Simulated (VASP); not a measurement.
# Cu in VASP: single point with PBEsol

Aim: the single point of Cu with PBEsol.

Program: VASP 6.6.1. These are calculated values, not measurements. Logs are shortened: lines on timing, memory, paths and dates and some standing lists are left out, and cuts for length are marked.

## 1. The cell of the first run

The typed cell holds 2 atoms: a = 2.519 Å, b = 2.519 Å, c = 4.124 Å, α = 90.00°, β = 90.00°, γ = 119.99°.

This isn't the form of Cu at room conditions, which is fcc.

## 2. Single point, PBEsol

The input, INCAR:

```
SYSTEM = Cu
PREC     = Accurate       ! precision mode
ENCUT    = 820            ! plane-wave cutoff, eV
EDIFF    = 1E-6           ! SCF threshold, eV
ISMEAR   = 0              ! smearing method
SIGMA    = 0.15           ! smearing width, eV
LREAL    = .False.        ! projectors in reciprocal space
LASPH    = .True.         ! aspherical terms in the spheres
NELM     = 120            ! most SCF steps
ALGO     = Normal         ! electronic algorithm
ISIF     = 2              ! what is computed and relaxed
LWAVE    = .False.        ! write WAVECAR
LCHARG   = .True.         ! write CHGCAR
GGA      = PS             ! functional
LELF     = .True.         ! ELF
LVHAR    = .True.       
NBANDS   = 26             ! bands
GGA_COMPAT= .False.
```

The input, KPOINTS:

```
regular mesh
0
Gamma
  14 14 8
  0 0 0
```

The input, POSCAR:

```
Cu
1.0
   -1.5422851389      1.5422857511      1.2596055068
    1.5422896637     -1.5422910245      1.2596159179
    2.9159880196      2.9159899925     -0.0000007955
Cu
2
Direct
    0.0832929054     -0.0832906838      0.0000000568
    0.4167070946      0.5832906838      0.4999999432
```

Potentials or basis: VASP PAW PBE potentials, release 64 (Cu_sv_GW).

Run with:

```sh
$ cat potpaw_PBE.64/Cu_sv_GW/POTCAR > POTCAR
$ mpirun -np 1 vasp_std > vasp.out
```

OUTCAR:

```text
SYSTEM = Cu
   PREC = Accurate
   ENCUT = 820
   EDIFF = 1E-6
   ISMEAR = 0
   LREAL = .False.
   LASPH = .True.
   NELM = 120
   ISIF = 2
   GGA = PS

 ion  position               nearest neighbor table
   1  0.083  0.917  0.000-   2 2.52   2 2.52   2 2.52   2 2.52   2 2.52   2 2.52
   2  0.417  0.583  0.500-   1 2.52   1 2.52   1 2.52   1 2.52   1 2.52   1 2.52

  LATTYP: Found a base centered orthorhombic cell.
 ALAT       =     2.5192214247
 B/A-ratio  =     1.7315861450
 C/A-ratio  =     1.6369467009

  Lattice vectors:

 A1 = (  -1.5422851389,   1.5422857511,   1.2596055068)
 A2 = (   1.5422896637,  -1.5422910245,   1.2596159179)
 A3 = (   2.9159880196,   2.9159899925,  -0.0000007955)

Analysis of symmetry for initial positions (statically):
=====================================================================
 Subroutine PRICEL returns:
 Original cell was already a primitive cell.

 Routine SETGRP: Setting up the symmetry group for a
 base centered orthorhombic supercell.

 Subroutine GETGRP returns: Found  8 space group operations
 (whereof  4 operations were pure point group operations)
 out of a pool of  8 trial point group operations.

The static configuration has the point symmetry C_2v.
 The point group associated with its full space group is D_2h.

Analysis of symmetry for dynamics (positions and initial velocities):
=====================================================================
 Subroutine PRICEL returns:
 Original cell was already a primitive cell.

 Routine SETGRP: Setting up the symmetry group for a
 base centered orthorhombic supercell.

 Subroutine GETGRP returns: Found  8 space group operations
 (whereof  4 operations were pure point group operations)
 out of a pool of  8 trial point group operations.

The dynamic configuration has the point symmetry C_2v.
 The point group associated with its full space group is D_2h.

 Subroutine INISYM returns: Found  8 space group operations
 (whereof  4 operations are pure point group operations),
 and found     1 'primitive' translations

----------------------------------------------------------------------------------------

                                     Primitive cell

  volume of cell :      22.6594

  direct lattice vectors                    reciprocal lattice vectors
    -1.542285139  1.542285751  1.259605507    -0.162097514  0.162097513  0.396948668
     1.542289664 -1.542291025  1.259615918     0.162096283 -0.162096065  0.396947407
     2.915988020  2.915989993 -0.000000796     0.171468465  0.171468356  0.000000051

[... 69 lines left out ...]
   dimension x,y,z NGXF=    48 NGYF=   48 NGZF=   80
   ions per type =               2
   NGX,Y,Z   is equivalent  to a cutoff of  15.84, 15.84, 16.13 a.u.
   NGXF,Y,Z  is equivalent  to a cutoff of  31.68, 31.68, 32.25 a.u.
 SYSTEM =  Cu
   PREC   = accura    normal or accurate (medium, high low for compatibility)
   ISTART =      0    job   : 0-new  1-cont  2-samecut
   ICHARG =      2    charge: 1-file 2-atom 10-const
   ISPIN  =      1    spin polarized calculation?
   LNONCOLLINEAR =      F non collinear calculations
   LSORBIT =      F    spin-orbit coupling
   LASPH  =      T    aspherical Exc in radial PAW
   ENCUT  =  820.0 eV  60.27 Ry    7.76 a.u.   5.88  5.88  9.63*2*pi/ulx,y,z
   NELM   =    120;   NELMIN=  2; NELMDL= -5     # of ELM steps
   EDIFF  = 0.1E-05   stopping-criterion for ELM
   LREAL  =      F    real-space projection
[... 7 lines left out ...]
   TEBEG  =    0.0;   TEEND  =   0.0 temperature during run
   PSTRESS=    0.0 pullay stress
   NELECT =      38.0000    total number of electrons
   NUPDOWN=      -1.0000    fix difference up-down
   EMIN   =  10.00;   EMAX   =-10.00  energy-range for DOS
   EFERMI =   0.00;   METHOD = LEGACY
   ISMEAR =     0;   SIGMA  =   0.15  broadening in eV -4-tet -1-fermi 0-gaus
   EFERMI_NEDOS =   21; number of points for ismear=-14 and -15
   IALGO  =     38    algorithm
   IMIX   =      4    mixing-type and parameters
     AMIX     =   0.40;   BMIX     =  1.00
     AMIX_MAG =   1.60;   BMIX_MAG =  1.00
  volume/ion in A,a.u.               =      11.33        76.46
  Fermi-wavevector in a.u.,A,eV,Ry     =   1.945002  3.675522 51.471307  3.783034
  Thomas-Fermi vector in A             =   2.973815
   LORBIT       =      0    0 simple, 1 ext, 2 COOP (PROOUT), +10 PAW based schemes
   GGA     = PS    functional components
   LHFCALC =     F    Hartree Fock is set to
   AEXX    =    0.0000 exact exchange contribution
   IVDW    =     0    specifies the selected vdW correction
   LEPSILON=     F    determine dielectric tensor
   LRPA    =     F    only Hartree local field effects (RPA)
 non-spin polarized calculation
 Gauss-broadening in eV      SIGMA  =   0.15
  energy-cutoff  :      820.00
  volume of cell :       22.66
 maximum number of plane-waves:      1224
   NGX = 11   NGY = 11   NGZ = 19

 number of electron      38.0000001 magnetization

 Free energy of the ion-electron system (eV)
  ---------------------------------------------------
  ext. energy  EPLUGINS =         0.00000000
  ---------------------------------------------------
  free energy    TOTEN  =        -8.75308701 eV

  energy without entropy =       -8.74187261  energy(sigma->0) =       -8.74747981

 E-fermi :   7.8210     XC(G=0): -13.8205

 val. band max:        7.7829476039   @ k =   0.5000   0.3571   0.2500
 cond. band min:       7.8407923314   @ k =   0.5000  -0.0000   0.1250
 fundamental gap:      0.0578447275
 Fermi energy:         7.8209799883

 k-point     1 :       0.0000    0.0000    0.0000
  band No.  band energies     occupation
      1    -104.4372      2.00000
      2    -104.4204      2.00000
      3     -62.0155      2.00000
      4     -61.9102      2.00000
      5     -61.9100      2.00000
      6     -61.8913      2.00000
[... 685 lines left out ...]
     25      23.4210      0.00000
     26      26.5600      0.00000

 [... further k-points ...]
[... 5 lines left out ...]
  --------------------------------------------------------------------------------------
  -------------------------------------------------------------------------------------
  Total       -0.2437682     -0.2437686     -0.2456349     -0.0002412      0.0000010     -0.0000008
  in kB      -17.2361414    -17.2361641    -17.3681271     -0.0170550      0.0000678     -0.0000579
  external PRESSURE =     -17.2801442 kB  Pullay stress =       0.0000000 kB

 VOLUME and BASIS-vectors are now :
 -----------------------------------------------------------------------------
  energy-cutoff  :      820.00
  volume of cell :       22.66
      direct lattice vectors                 reciprocal lattice vectors
    -1.542285139  1.542285751  1.259605507    -0.162097514  0.162097513  0.396948668
     1.542289664 -1.542291025  1.259615918     0.162096283 -0.162096065  0.396947407
     2.915988020  2.915989993 -0.000000796     0.171468465  0.171468356  0.000000051

 POSITION                                       TOTAL-FORCE (eV/Angst)
 -----------------------------------------------------------------------------------
      1.28537     -1.28537      1.25962        -0.000758      0.000758     -0.000000
      1.71492      1.20107      1.25961         0.000758     -0.000758      0.000000
 -----------------------------------------------------------------------------------
    total drift:                                0.007729     -0.005634      0.016591

  FREE ENERGIE OF THE ION-ELECTRON SYSTEM (eV)
  ---------------------------------------------------
  free  energy   TOTEN  =        -8.7530870144 eV

  energy  without entropy=       -8.7418726078  energy(sigma->0) =       -8.74747981
```

OSZICAR:

```text
N       E                     dE             d eps       ncg     rms          rms(c)
DAV:   1     0.844853254019E+03    0.84485E+03   -0.30096E+04 21850   0.648E+03
DAV:   2     0.687838129736E+02   -0.77607E+03   -0.74880E+03 23656   0.143E+03
DAV:   3    -0.796982525832E+01   -0.76754E+02   -0.74616E+02 27244   0.580E+02
DAV:   4    -0.107609116948E+02   -0.27911E+01   -0.27790E+01 26264   0.107E+02
DAV:   5    -0.108639990822E+02   -0.10309E+00   -0.10307E+00 25466   0.155E+01    0.130E+01
DAV:   6    -0.101202012806E+02    0.74380E+00   -0.18895E+01 20644   0.267E+02    0.841E+00
DAV:   7    -0.878392929829E+01    0.13363E+01   -0.57887E+00 21312   0.146E+02    0.251E+00
DAV:   8    -0.875436380477E+01    0.29565E-01   -0.89832E-02 27192   0.746E+00    0.413E-01
DAV:   9    -0.875344724071E+01    0.91656E-03   -0.11276E-02 23652   0.591E+00    0.168E-01
DAV:  10    -0.875308574084E+01    0.36150E-03   -0.11262E-03 26448   0.183E+00    0.932E-03
DAV:  11    -0.875308860020E+01   -0.28594E-05   -0.19670E-05 25232   0.181E-01    0.102E-02
DAV:  12    -0.875308708407E+01    0.15161E-05   -0.14756E-06 10220   0.966E-02    0.990E-04
DAV:  13    -0.875308701439E+01    0.69675E-07   -0.86511E-07 10770   0.246E-02
   1 F= -.87530870E+01 E0= -.87474798E+01  d E =-.112144E-01
```

Wall time 4.1 min (1 thread of Intel Xeon Platinum 8259CL at 2.50GHz (Skylake/Cascade Lake), shared host); peak memory 0.42 GiB.

Results:

| Item | Value |
| --- | --- |
| Free energy | -8.7531 eV |
| Pressure | -1.7 GPa |
| Band gap on the k mesh | zero (bands 19 and 20 overlap by 5.63 eV) |

Levels at points of the mesh, in eV from the Fermi level:
| k point | band 17 | band 18 | band 19 | band 20 | band 21 | band 22 |
| --- | --- | --- | --- | --- | --- | --- |
| (0.00, 0.00, 0.00) | -2.43 | -1.63 | -1.63 | -1.14 | 4.01 | 21.80 |
| (0.50, 0.00, 0.00) | -1.48 | -1.42 | 0.09 | 1.73 | 7.98 | 8.36 |
| (0.50, 0.50, 0.00) | -1.48 | -1.42 | 0.09 | 1.73 | 7.98 | 8.36 |
| (0.00, 0.00, 0.50) | -1.87 | -1.87 | -1.87 | -1.87 | 12.78 | 12.78 |
| (0.50, 0.00, 0.50) | -1.46 | -1.46 | 0.48 | 0.48 | 5.14 | 5.14 |
| (0.50, 0.50, 0.50) | -1.46 | -1.46 | 0.49 | 0.49 | 5.14 | 5.14 |

Caveat: the PAW data sets were made with another functional, which shifts forces and pressure a little.

The gap in the log of VASP goes by the Fermi energy; the results here count the filled bands.